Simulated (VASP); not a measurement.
# Ga7P8 (a cell with a defect) in VASP: further runs, part 2 of 2

VASP 6.6.1. Earlier steps stand in the parts before.

### Step 4. Single point, PBE, collinear spin (atoms taken out, then relaxed in part)

Input file INCAR:

```
SYSTEM = Ga7P8
PREC     = Accurate       ! precision mode
ENCUT    = 520            ! plane-wave cutoff, eV
EDIFF    = 1E-7           ! SCF threshold, eV
ISMEAR   = 0              ! smearing method
SIGMA    = 0.01           ! smearing width, eV
LREAL    = Auto         
LASPH    = .True.         ! aspherical terms in the spheres
NELM     = 150            ! most SCF steps
ALGO     = Normal         ! electronic algorithm
ISIF     = 2              ! what is computed and relaxed
LWAVE    = .False.        ! write WAVECAR
LCHARG   = .False.        ! write CHGCAR
ISPIN    = 2              ! spin polarisation
MAGMOM   = 0 0 0 0 0 0 0 0.75 0 0 0 0.75 0.75 0.75 0 ! initial moments
LORBIT   = 11             ! projections on sites
GGA      = PE             ! functional
NBANDS   = 82             ! bands
```

Input file KPOINTS:

```
Automatic mesh
0
Gamma
  2 2 2
  0 0 0
```

Input file POSCAR:

```
Ga7P8
1.0
    0.0000000000      5.5051169764     -5.5051169764
    5.5051169764      5.5051169764      0.0000000000
    5.5051169764      0.0000000000     -5.5051169764
Ga P
7 8
Direct
    0.4990699641      0.0009300359     -0.0009300359
    1.0009300359      0.4990699641     -0.0009300359
    1.0009300359      0.0009300359     -0.0009300359
    0.4990699641      0.4990699641      0.5009300359
    0.4990699641      0.0009300359      0.5009300359
    1.0009300359      0.4990699641      0.5009300359
    1.0000000000      0.0000000000      0.5000000000
    0.3760519483      0.3760519483      0.3718441550
    0.3755724221      0.8748091926      0.3748091926
    0.8748091926      0.3755724221      0.3748091926
    0.8748091926      0.8748091926      0.3748091926
    0.3760519483      0.3760519483      0.8760519483
    0.3760519483      0.8718441550      0.8760519483
    0.8718441550      0.3760519483      0.8760519483
    0.8748091926      0.8748091926      0.8755724221
```

Potentials or basis: VASP PAW PBE potentials, release 64 (Ga_d, P).

The run is started by

```sh
cat potpaw_PBE.64/Ga_d/POTCAR potpaw_PBE.64/P/POTCAR > POTCAR
mpirun -np 1 vasp_std > vasp.out
```

OUTCAR:

```text
SYSTEM = Ga7P8
   PREC = Accurate
   ENCUT = 520
   EDIFF = 1E-7
   ISMEAR = 0
   LREAL = Auto
   LASPH = .True.
   NELM = 150
   ISIF = 2
   ISPIN = 2
   LORBIT = 11
   GGA = PE

 ion  position               nearest neighbor table
   1  0.499  0.001  0.999-  12 2.38  13 2.38   9 2.39  15 2.39
   2  0.001  0.499  0.999-  12 2.38  14 2.38  10 2.39  15 2.39
   3  0.001  0.001  0.999-  13 2.38  14 2.38  11 2.39  15 2.39
   4  0.499  0.499  0.501-  12 2.38   8 2.38  10 2.39   9 2.39
   5  0.499  0.001  0.501-   8 2.38  13 2.38  11 2.39   9 2.39
   6  0.001  0.499  0.501-   8 2.38  14 2.38  11 2.39  10 2.39
   7  0.000  0.000  0.500-   9 2.39  10 2.39  15 2.39  11 2.39
   8  0.376  0.376  0.372-   5 2.38   6 2.38   4 2.38
   9  0.376  0.875  0.375-   7 2.39   4 2.39   1 2.39   5 2.39
  10  0.875  0.376  0.375-   7 2.39   4 2.39   2 2.39   6 2.39
  11  0.875  0.875  0.375-   7 2.39   5 2.39   6 2.39   3 2.39
  12  0.376  0.376  0.876-   1 2.38   2 2.38   4 2.38
  13  0.376  0.872  0.876-   3 2.38   5 2.38   1 2.38
  14  0.872  0.376  0.876-   3 2.38   6 2.38   2 2.38
  15  0.875  0.875  0.876-   7 2.39   2 2.39   1 2.39   3 2.39

  LATTYP: Found a face centered cubic cell.
 ALAT       =    11.0102339528

  Lattice vectors:

 A1 = (   0.0000000000,   5.5051169764,  -5.5051169764)
 A2 = (   5.5051169764,   5.5051169764,   0.0000000000)
 A3 = (   5.5051169764,   0.0000000000,  -5.5051169764)

Analysis of symmetry for initial positions (statically):
=====================================================================
 Subroutine PRICEL returns:
 Original cell was already a primitive cell.

 Routine SETGRP: Setting up the symmetry group for a
 face centered cubic supercell.

 Subroutine GETGRP returns: Found 24 space group operations
[... 685 lines left out ...]
  -------------------------------------------------------------------------------------
  Total       -2.4700050     -2.4700050     -2.4700050      0.0000000      0.0000000      0.0000000
  in kB      -11.8598381    -11.8598381    -11.8598381      0.0000000      0.0000000      0.0000000
  external PRESSURE =     -11.8598381 kB  Pullay stress =       0.0000000 kB

 VOLUME and BASIS-vectors are now :
 -----------------------------------------------------------------------------
  energy-cutoff  :      520.00
  volume of cell :      333.68
      direct lattice vectors                 reciprocal lattice vectors
     0.000000000  5.505116976 -5.505116976    -0.090824591  0.090824591 -0.090824591
     5.505116976  5.505116976  0.000000000     0.090824591  0.090824591  0.090824591
     5.505116976  0.000000000 -5.505116976     0.090824591 -0.090824591 -0.090824591

 POSITION                                       TOTAL-FORCE (eV/Angst)
 -----------------------------------------------------------------------------------
      5.50512      2.75256     -8.24744        -0.000000     -0.000000     -0.000902
      8.24744      2.75256     -5.50512         0.000902     -0.000000      0.000000
      5.50512      0.01024     -5.50512        -0.000000     -0.000902      0.000000
      5.50512      5.49488     -5.50512        -0.000000      0.000902      0.000000
      2.76280      2.75256     -5.50512        -0.000902     -0.000000      0.000000
      5.50512      2.75256     -2.76280        -0.000000     -0.000000      0.000902
      2.75256      0.00000     -2.75256        -0.000000     -0.000000      0.000000
      4.11726      4.14042     -4.11726         0.022956     -0.022956     -0.022956
      6.87930      6.88350     -4.13094         0.007546     -0.007546      0.007546
      4.13094      6.88350     -6.87930        -0.007546     -0.007546     -0.007546
      6.87930      9.63185     -6.87930         0.007546      0.007546     -0.007546
      6.89298      4.14042     -6.89298        -0.022956     -0.022956      0.022956
      9.62237      6.86981     -6.89298         0.022956      0.022956      0.022956
      6.89298      6.86981     -9.62237        -0.022956      0.022956     -0.022956
      9.63606      9.63185     -9.63606        -0.007546      0.007546      0.007546
 -----------------------------------------------------------------------------------
    total drift:                               -0.000013     -0.000013      0.000013

  FREE ENERGIE OF THE ION-ELECTRON SYSTEM (eV)
  ---------------------------------------------------
  free  energy   TOTEN  =       -65.4058886464 eV

  energy  without entropy=      -65.4030676985  energy(sigma->0) =      -65.40447817

 total charge

# of ion       s       p       d       tot
------------------------------------------
    1        0.854   0.815  10.003  11.672
    2        0.854   0.815  10.003  11.672
    3        0.854   0.815  10.003  11.672
    4        0.854   0.815  10.003  11.672
    5        0.854   0.815  10.003  11.672
    6        0.854   0.815  10.003  11.672
    7        0.847   0.822  10.005  11.675
    8        1.061   1.399   0.000   2.461
    9        1.015   1.516   0.000   2.531
   10        1.015   1.516   0.000   2.531
   11        1.015   1.516   0.000   2.531
   12        1.061   1.399   0.000   2.461
   13        1.061   1.399   0.000   2.461
   14        1.061   1.399   0.000   2.461
   15        1.015   1.516   0.000   2.531
--------------------------------------------------
tot         14.275  17.374  70.022 101.671

 magnetization (x)

# of ion       s       p       d       tot
------------------------------------------
    1       -0.003   0.002   0.004   0.003
    2       -0.003   0.002   0.004   0.003
    3       -0.003   0.002   0.004   0.003
    4       -0.003   0.002   0.004   0.003
    5       -0.003   0.002   0.004   0.003
    6       -0.003   0.002   0.004   0.003
    7        0.000   0.001  -0.000   0.001
    8        0.009   0.147   0.000   0.156
    9       -0.001  -0.004   0.000  -0.004
   10       -0.001  -0.004   0.000  -0.004
   11       -0.001  -0.004   0.000  -0.004
   12        0.009   0.147   0.000   0.156
   13        0.009   0.147   0.000   0.156
   14        0.009   0.147   0.000   0.156
   15       -0.001  -0.004   0.000  -0.004
--------------------------------------------------
tot          0.018   0.585   0.022   0.625
```

OSZICAR:

```text
N       E                     dE             d eps       ncg     rms          rms(c)
DAV:   1     0.134372666662E+04    0.13437E+04   -0.55899E+04  1144   0.224E+03
DAV:   2     0.219295813232E+03   -0.11244E+04   -0.10689E+04  1016   0.661E+02
[... 11 lines left out ...]
DAV:  14    -0.654058813001E+02   -0.37598E-04   -0.65367E-05  1120   0.716E-02    0.888E-03
DAV:  15    -0.654058870396E+02   -0.57395E-05   -0.19302E-05  1160   0.420E-02    0.395E-03
DAV:  16    -0.654058883759E+02   -0.13363E-05   -0.86029E-06  1216   0.217E-02    0.185E-03
DAV:  17    -0.654058885354E+02   -0.15947E-06   -0.26362E-06  1128   0.166E-02    0.698E-04
DAV:  18    -0.654058886478E+02   -0.11240E-06   -0.15902E-06  1280   0.604E-03    0.529E-04
DAV:  19    -0.654058886464E+02    0.14406E-08   -0.36221E-08   672   0.142E-03
   1 F= -.65405889E+02 E0= -.65404478E+02  d E =-.282095E-02  mag=     1.2500
```

Run time: 28 min. Hardware: 1 thread of Intel Xeon 8259CL, shared host; peak memory 0.68 GiB.

What came out:

```
Free energy                                           : -65.4059 eV
Pressure                                              : -1.2 GPa
Largest force                                         : 0.040 eV/Å
Net moment                                            : 1.25 μB per cell
Site moments                                          : Ga +0.00; P +0.16, -0.00 (each value once) μB
Valence electrons inside the program's atomic spheres : Ga 11.67, 11.68 (each value once); P 2.46, 2.53 (each value once)
```

Forces on the atoms (eV/Å):
```
Ga   0.000  0.000 -0.001
Ga   0.001  0.000  0.000
Ga   0.000 -0.001  0.000
Ga   0.000  0.001  0.000
Ga  -0.001  0.000  0.000
Ga   0.000  0.000  0.001
Ga   0.000  0.000  0.000
P    0.023 -0.023 -0.023
P    0.008 -0.008  0.008
P   -0.008 -0.008 -0.008
P    0.008  0.008 -0.008
P   -0.023 -0.023  0.023
P    0.023  0.023  0.023
P   -0.023  0.023 -0.023
P   -0.008  0.008  0.008
```

Caveat: the k points lie up to 0.49 Å⁻¹ apart; the cell differs from its parent crystal (atoms taken out, then relaxed in part); a moment this small can come from the mesh or the smearing.

### Step 5. Single point, PBE, collinear spin (atoms taken out, then relaxed in part)

Input file INCAR:

```
SYSTEM = Ga7P8
  PREC = Accurate
  ENCUT = 520
  EDIFF = 1E-6
  ISMEAR = 0
  SIGMA = 0.01
  LREAL = Auto
  LASPH = .TRUE.
  NELM = 150
  ALGO = Normal
  ISIF = 2
  LWAVE = .FALSE.
  LCHARG = .FALSE.
  ISPIN = 2
  MAGMOM = 0 0 0 0 0 0 0 0.5 0 0 0 0.5 0.5 0.5 0
  LORBIT = 11
  GGA = PE
  NELECT = 132.0
  NBANDS = 82
```

Input file KPOINTS:

```
regular mesh
0
G
  2 2 2
  0 0 0
```

Input file POSCAR:

```
Ga7P8
1.0
    0.0000000000      5.5051169764     -5.5051169764
    5.5051169764      5.5051169764      0.0000000000
    5.5051169764      0.0000000000     -5.5051169764
Ga P
7 8
Direct
    0.4949351971      0.0050648029     -0.0050648029
    1.0050648029      0.4949351971     -0.0050648029
    1.0050648029      0.0050648029     -0.0050648029
    0.4949351971      0.4949351971      0.5050648029
    0.4949351971      0.0050648029      0.5050648029
    1.0050648029      0.4949351971      0.5050648029
    1.0000000000      0.0000000000      0.5000000000
    0.3796122957      0.3796122957      0.3611631128
    0.3767808129      0.8744063957      0.3744063957
    0.8744063957      0.3767808129      0.3744063957
    0.8744063957      0.8744063957      0.3744063957
    0.3796122957      0.3796122957      0.8796122957
    0.3796122957      0.8611631128      0.8796122957
    0.8611631128      0.3796122957      0.8796122957
    0.8744063957      0.8744063957      0.8767808129
```

The run is started by

```sh
cat potpaw_PBE.64/Ga_d/POTCAR potpaw_PBE.64/P/POTCAR > POTCAR
mpirun -np 1 vasp_std > vasp.out
```

Run time: 23 min. Hardware: 1 thread of Intel Xeon 8259CL, shared host; peak memory 0.69 GiB.

Results (log left out):

```
Free energy                                           : -61.5294 eV
Largest force                                         : 0.021 eV/Å
Net moment                                            : 1.25 μB per cell
Site moments                                          : Ga +0.01, +0.00 (each value once); P +0.15, -0.00 (each value once) μB
Valence electrons inside the program's atomic spheres : Ga 11.68, 11.69 (each value once); P 2.49, 2.54 (each value once)
```

Forces on the atoms (eV/Å):
```
Ga   0.000  0.000  0.021
Ga  -0.021  0.000  0.000
Ga   0.000  0.021  0.000
Ga   0.000 -0.021  0.000
Ga   0.021  0.000  0.000
Ga   0.000  0.000 -0.021
Ga   0.000  0.000  0.000
P    0.006 -0.006 -0.006
P    0.000  0.000  0.000
P    0.000  0.000  0.000
P    0.000  0.000  0.000
P   -0.006 -0.006  0.006
P    0.006  0.006  0.006
P   -0.006  0.006 -0.006
P    0.000  0.000  0.000
```

Levels at points of the mesh, in eV from the Fermi level:
Spin up:
| k point | band 64 | band 65 | band 66 | band 67 | band 68 | band 69 | band 70 | band 71 |
| --- | --- | --- | --- | --- | --- | --- | --- | --- |
| (0.00, 0.00, 0.00) | -0.65 | 0.21 | 0.21 | 0.21 | 1.40 | 1.40 | 1.40 | 1.42 |
| (0.50, 0.00, 0.00) | -0.73 | -0.73 | -0.10 | -0.10 | 1.92 | 2.01 | 2.28 | 2.28 |
| (0.50, 0.50, 0.00) | -1.26 | -1.19 | -0.39 | -0.39 | 2.20 | 2.23 | 2.97 | 2.97 |
Spin down:
| k point | band 62 | band 63 | band 64 | band 65 | band 66 | band 67 | band 68 | band 69 |
| --- | --- | --- | --- | --- | --- | --- | --- | --- |
| (0.00, 0.00, 0.00) | -0.54 | -0.54 | -0.54 | 0.54 | 0.54 | 0.54 | 1.43 | 1.43 |
| (0.50, 0.00, 0.00) | -1.39 | -1.23 | -0.69 | -0.69 | 0.27 | 0.27 | 1.95 | 2.05 |
| (0.50, 0.50, 0.00) | -1.55 | -1.47 | -1.19 | -1.13 | 0.00 | 0.00 | 2.22 | 2.25 |

Caveat: the k points lie up to 0.49 Å⁻¹ apart; the cell carries a net charge on a neutralising background, which shifts energy and pressure; the cell differs from its parent crystal (atoms taken out, then relaxed in part); the cell is charged against a uniform background, so pressure and absolute levels hang on convention; a moment this small can come from the mesh or the smearing.
